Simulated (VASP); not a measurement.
# HgTe (I-4m2) in VASP: relaxation of cell and atoms with PBEsol

Aim: the relaxation of cell and atoms of HgTe with PBEsol.

Program: VASP 6.6.1. These are calculated values, not measurements. Logs are shortened: lines on timing, memory, paths and dates and some standing lists are left out, and cuts for length are marked.

## (1) The cell of the first run

It takes space group I-4m2 (No. 119, tetragonal). The conventional cell has a = 6.091 Å, b = 6.091 Å, c = 3.119 Å, α = 90.00°, β = 90.00°, γ = 90.00°. Within 4.1 Å of Hg (site symmetry -4m2) lie 2 Hg at 3.12 Å and 8 Te at 3.14 to 3.84 Å. Within 4.1 Å of Te (site symmetry -4m2) lie 2 Te at 3.12 Å and 8 Hg at 3.14 to 3.84 Å.

## (2) Relaxation of cell and atoms, PBEsol

Contents of INCAR:

```
SYSTEM = HgTe
PREC     = Accurate       ! precision mode
ENCUT    = 600            ! plane-wave cutoff, eV
EDIFF    = 1E-7           ! SCF threshold, eV
ISMEAR   = 0              ! smearing method
SIGMA    = 0.1            ! smearing width, eV
LREAL    = .FALSE.        ! projectors in reciprocal space
LASPH    = .TRUE.         ! aspherical terms in the spheres
NELM     = 100            ! most SCF steps
ALGO     = Normal         ! electronic algorithm
ISIF     = 3              ! what is computed and relaxed
LWAVE    = .FALSE.        ! write WAVECAR
LCHARG   = .FALSE.        ! write CHGCAR
GGA      = PS             ! functional
IBRION   = 2              ! ionic algorithm
NSW      = 100            ! ionic steps
EDIFFG   = -0.005         ! ionic threshold
```

Contents of KPOINTS:

```
regular mesh
0
G
  16 16 16
  0 0 0
```

Contents of POSCAR:

```
HgTe
1.0
   -3.0456030000      3.0456030000      1.5594100000
    3.0456030000     -3.0456030000      1.5594100000
    3.0456030000      3.0456030000     -1.5594100000
Hg Te
1 1
Direct
    0.2500000000      0.7500000000      0.5000000000
    0.0000000000      0.0000000000      0.0000000000
```

Potentials or basis: VASP PAW PBE potentials, release 64 (Hg, Te).

Started as:

```console
> cat potpaw_PBE.64/Hg/POTCAR potpaw_PBE.64/Te/POTCAR > POTCAR
> mpirun -np 1 vasp_std > vasp.out
```

OUTCAR:

```text
SYSTEM = HgTe
   PREC = Accurate
   ENCUT = 600
   EDIFF = 1E-7
   ISMEAR = 0
   LREAL = .FALSE.
   LASPH = .TRUE.
   NELM = 100
   ISIF = 3
   GGA = PS
   IBRION = 2
   NSW = 100
   EDIFFG = -0.005

 ion  position               nearest neighbor table
   1  0.250  0.750  0.500-   2 3.14   2 3.14   2 3.14   2 3.14
   2  0.000  0.000  0.000-   1 3.14   1 3.14   1 3.14   1 3.14

  LATTYP: Found a body centered tetragonal cell.
 ALAT       =     6.0912060000
 C/A-ratio  =     0.5120201156

  Lattice vectors:

 A1 = (  -3.0456030000,   3.0456030000,   1.5594100000)
 A2 = (   3.0456030000,  -3.0456030000,   1.5594100000)
 A3 = (   3.0456030000,   3.0456030000,  -1.5594100000)

Analysis of symmetry for initial positions (statically):
=====================================================================
 Subroutine PRICEL returns:
 Original cell was already a primitive cell.

 Routine SETGRP: Setting up the symmetry group for a
 body centered tetragonal supercell.

 Subroutine GETGRP returns: Found  8 space group operations
 (whereof  8 operations were pure point group operations)
 out of a pool of 16 trial point group operations.

The static configuration has the point symmetry D_2d.

Analysis of symmetry for dynamics (positions and initial velocities):
=====================================================================
 Subroutine PRICEL returns:
 Original cell was already a primitive cell.

 Routine SETGRP: Setting up the symmetry group for a
 body centered tetragonal supercell.

 Subroutine GETGRP returns: Found  8 space group operations
 (whereof  8 operations were pure point group operations)
 out of a pool of 16 trial point group operations.

The dynamic configuration has the point symmetry D_2d.

 Subroutine INISYM returns: Found  8 space group operations
 (whereof  8 operations are pure point group operations),
 and found     1 'primitive' translations

----------------------------------------------------------------------------------------

                                     Primitive cell

  volume of cell :      57.8585

  direct lattice vectors                    reciprocal lattice vectors
    -3.045603000  3.045603000  1.559410000     0.000000000  0.164171102  0.320634086
     3.045603000 -3.045603000  1.559410000     0.164171102  0.000000000  0.320634086
     3.045603000  3.045603000 -1.559410000     0.164171102  0.164171102  0.000000000

  length of vectors
     4.580737366  4.580737366  4.580737366     0.360219888  0.360219888  0.232172999

  position of ions in fractional coordinates (direct lattice)
     0.250000000  0.750000000  0.500000000
     0.000000000  0.000000000  0.000000000

  ion indices of the primitive-cell ions
   primitive index   ion index
                 1           1
                 2           2

----------------------------------------------------------------------------------------

 KPOINTS: regular mesh

Automatic generation of k-mesh.
 Grid dimensions read from file:
 generate k-points for:   16   16   16

 Generating k-lattice:

  Cartesian coordinates                     Fractional coordinates (reciprocal lattice)
     0.000000000  0.010260694  0.020039630     0.062500000  0.000000000  0.000000000
     0.010260694  0.000000000  0.020039630     0.000000000  0.062500000  0.000000000
     0.010260694  0.010260694  0.000000000     0.000000000  0.000000000  0.062500000

  Length of vectors
     0.022513743  0.022513743  0.014510812

  Shift w.r.t. Gamma in fractional coordinates (k-lattice)
     0.000000000  0.000000000  0.000000000

 Subroutine IBZKPT returns following result:
 ===========================================

 Found    349 irreducible k-points:

 Following reciprocal coordinates:
            Coordinates               Weight
  0.000000  0.000000  0.000000      1.000000
  0.062500  0.000000  0.000000      8.000000
  0.125000  0.000000  0.000000      8.000000
  0.187500  0.000000  0.000000      8.000000
  0.250000  0.000000  0.000000      8.000000
  0.312500  0.000000 -0.000000      8.000000
[... 16 lines left out ...]
 -0.125000  0.062500  0.000000     16.000000
 -0.062500  0.062500  0.000000      4.000000
 [... further k-points ...]
   k-points           NKPTS =    349   k-points in BZ     NKDIM =    349   number of bands    NBANDS=     13
   number of dos      NEDOS =    301   number of ions     NIONS =      2
   total plane-waves  NPLWV =  64000
   dimension x,y,z NGX =    40 NGY =   40 NGZ =   40
   dimension x,y,z NGXF=    80 NGYF=   80 NGZF=   80
   ions per type =               1   1
   NGX,Y,Z   is equivalent  to a cutoff of  14.52, 14.52, 14.52 a.u.
   NGXF,Y,Z  is equivalent  to a cutoff of  29.03, 29.03, 29.03 a.u.
 SYSTEM =  HgTe
   PREC   = accura    normal or accurate (medium, high low for compatibility)
   ISTART =      0    job   : 0-new  1-cont  2-samecut
   ICHARG =      2    charge: 1-file 2-atom 10-const
   ISPIN  =      1    spin polarized calculation?
   LNONCOLLINEAR =      F non collinear calculations
   LSORBIT =      F    spin-orbit coupling
   LASPH  =      T    aspherical Exc in radial PAW
   ENCUT  =  600.0 eV  44.10 Ry    6.64 a.u.   9.15  9.15  9.15*2*pi/ulx,y,z
   NELM   =    100;   NELMIN=  2; NELMDL= -5     # of ELM steps
   EDIFF  = 0.1E-06   stopping-criterion for ELM
   LREAL  =      F    real-space projection
   EDIFFG = -.5E-02   stopping-criterion for IOM
   NSW    =    100    number of steps for IOM
   IBRION =      2    ionic relax: 0-MD 1-quasi-New 2-CG
   NFREE  =      1    steps in history (QN), initial steepest desc. (CG)
   ISIF   =      3    stress and relaxation
   ISYM   =      2    0-nonsym 1-usesym 2-fastsym
   POTIM  = 0.5000    time-step for ionic-motion
   TEBEG  =    0.0;   TEEND  =   0.0 temperature during run
   PSTRESS=    0.0 pullay stress
   NELECT =      18.0000    total number of electrons
   NUPDOWN=      -1.0000    fix difference up-down
   EMIN   =  10.00;   EMAX   =-10.00  energy-range for DOS
   EFERMI =   0.00;   METHOD = LEGACY
   ISMEAR =     0;   SIGMA  =   0.10  broadening in eV -4-tet -1-fermi 0-gaus
   EFERMI_NEDOS =   21; number of points for ismear=-14 and -15
   IALGO  =     38    algorithm
   IMIX   =      4    mixing-type and parameters
     AMIX     =   0.40;   BMIX     =  1.00
     AMIX_MAG =   1.60;   BMIX_MAG =  1.00
  volume/ion in A,a.u.               =      28.93       195.22
  Fermi-wavevector in a.u.,A,eV,Ry     =   1.109286  2.096246 16.742166  1.230515
  Thomas-Fermi vector in A             =   2.245823
   LORBIT       =      0    0 simple, 1 ext, 2 COOP (PROOUT), +10 PAW based schemes
   GGA     = PS    functional components
   LHFCALC =     F    Hartree Fock is set to
   AEXX    =    0.0000 exact exchange contribution
   IVDW    =     0    specifies the selected vdW correction
   LEPSILON=     F    determine dielectric tensor
   LRPA    =     F    only Hartree local field effects (RPA)
 conjugate gradient relaxation of ions
 non-spin polarized calculation
 Gauss-broadening in eV      SIGMA  =   0.10
  energy-cutoff  :      600.00
  volume of cell :       57.86
 maximum number of plane-waves:      1951
 NGX is ok and might be reduce to    40
   NGX = 19   NGY = 19   NGZ = 19

--------------------------------------- Ionic step        1  -------------------------------------------

 number of electron      17.9999999 magnetization

 Free energy of the ion-electron system (eV)
  ---------------------------------------------------
  ext. energy  EPLUGINS =         0.00000000
  ---------------------------------------------------
  free energy    TOTEN  =        -4.06373409 eV

  energy without entropy =       -4.05768844  energy(sigma->0) =       -4.06071127

 E-fermi :   4.3024     XC(G=0):  -9.9928

 val. band max:        4.3011808733   @ k =  -0.1875   0.3750   0.0625
 cond. band min:       4.3122941684   @ k =  -0.4375   0.2500   0.0625
 fundamental gap:      0.0111132951
 Fermi energy:         4.3024410496

 k-point     1 :       0.0000    0.0000    0.0000
  band No.  band energies     occupation
      1      -8.2135      2.00000
      2      -3.1077      2.00000
      3      -2.4012      2.00000
      4      -2.3221      2.00000
      5      -1.8880      2.00000
      6      -1.8880      2.00000
      7       0.7863      2.00000
      8       1.8252      2.00000
      9       1.8252      2.00000
     10       7.7090      0.00000
     11       8.8262      0.00000
     12      11.1421      0.00000
     13      11.1421      0.00000
[... 469 lines left out ...]
  FREE ENERGIE OF THE ION-ELECTRON SYSTEM (eV)
  ---------------------------------------------------
  free  energy   TOTEN  =        -4.1222222326 eV

  energy  without entropy=       -4.1174380585  energy(sigma->0) =       -4.11983015

[... ionic steps 4 to 7 ...]

--------------------------------------- Ionic step        8  -------------------------------------------

 number of electron      17.9999999 magnetization

------------------------ aborting loop because EDIFF is reached ----------------------------------------

  FORCE on cell =-STRESS in cart. coord.  units (eV):
  Direction    XX          YY          ZZ          XY          YZ          ZX
  --------------------------------------------------------------------------------------
  -------------------------------------------------------------------------------------
  Total       -0.0173080     -0.0173080      0.0296429      0.0000000      0.0000000      0.0000000
  in kB       -0.5190748     -0.5190748      0.8890039      0.0000000      0.0000000      0.0000000
  external PRESSURE =      -0.0497152 kB  Pullay stress =       0.0000000 kB
[... 57 lines left out ...]
  energy  without entropy=       -4.1357131540  energy(sigma->0) =       -4.13739947

--------------------------------------- Ionic step       10  -------------------------------------------

 number of electron      17.9999999 magnetization

 Free energy of the ion-electron system (eV)
  ---------------------------------------------------
  ext. energy  EPLUGINS =         0.00000000
  ---------------------------------------------------
  free energy    TOTEN  =        -4.13908921 eV

  energy without entropy =       -4.13568722  energy(sigma->0) =       -4.13738822

 E-fermi :   5.2216     XC(G=0): -10.3814

 val. band max:        5.2173869349   @ k =  -0.1250  -0.3750   0.1250
 cond. band min:       5.2261333248   @ k =  -0.0625  -0.2500   0.0625
 fundamental gap:      0.0087463899
 Fermi energy:         5.2215614148

 k-point     1 :       0.0000    0.0000    0.0000
  band No.  band energies     occupation
      1      -7.7575      2.00000
      2      -2.3697      2.00000
      3      -1.8661      2.00000
      4      -1.7550      2.00000
      5      -1.3322      2.00000
      6      -1.3322      2.00000
      7       2.0698      2.00000
      8       2.6713      2.00000
      9       2.6713      2.00000
     10       8.2140      0.00000
     11       9.8609      0.00000
     12      12.8123      0.00000
     13      12.8123      0.00000
[... 397 lines left out ...]
  FREE ENERGIE OF THE ION-ELECTRON SYSTEM (eV)
  ---------------------------------------------------
  free  energy   TOTEN  =        -4.1390892125 eV

  energy  without entropy=       -4.1356872228  energy(sigma->0) =       -4.13738822

 reached required accuracy - stopping structural energy minimisation
```

Run time: 20 min. Hardware: 1 thread of AMD EPYC 9R45 (Zen 5), shared host; peak memory 0.51 GiB.

What came out:

| Property | Result |
| --- | --- |
| Free energy | -4.1391 eV |
| Relaxed volume | 26.70 Å³/atom |
| Relaxed cell | a = 4.402 Å, b = 4.402 Å, c = 4.402 Å, α = 97.43°, β = 97.43°, γ = 137.86° |
| Space group after relaxing (to 0.1 Å) | I-4m2 (No. 119) |
| Energy gained by relaxing | 37.7 meV/atom |
| Ionic steps | 10 |
| Pressure after relaxing | 0.0 GPa |
| Band gap on the k mesh | zero (bands 9 and 10 overlap by 4.38 eV) |

Step by step:
```csv
step,energy change (eV),largest force (eV/Å),pressure (GPa),volume (Å³)
1,0.0000,0.0000,-3.32,57.86
2,-0.0584,0.0000,0.62,52.97
3,-0.0585,0.0000,0.43,53.16
4,-0.0720,0.0000,0.56,52.92
5,-0.0739,0.0000,0.68,52.79
6,-0.0750,0.0000,-0.32,53.74
7,-0.0753,0.0000,-0.02,53.44
8,-0.0753,0.0000,0.00,53.42
9,-0.0754,0.0000,0.01,53.42
10,-0.0754,0.0000,0.02,53.41
```

Final structure:
```
Hg Te
1.0
    -2.90463    2.90463    1.58263
     2.90463   -2.90463    1.58263
     2.90463    2.90463   -1.58263
Hg Te
1 1
Cartesian
  2.9046 0.0000 0.7913
  0.0000 0.0000 0.0000
```

Caveat: the PAW data sets were made with another functional, which shifts forces and pressure a little; spin-orbit coupling is left out, which moves the levels of the heavy elements.
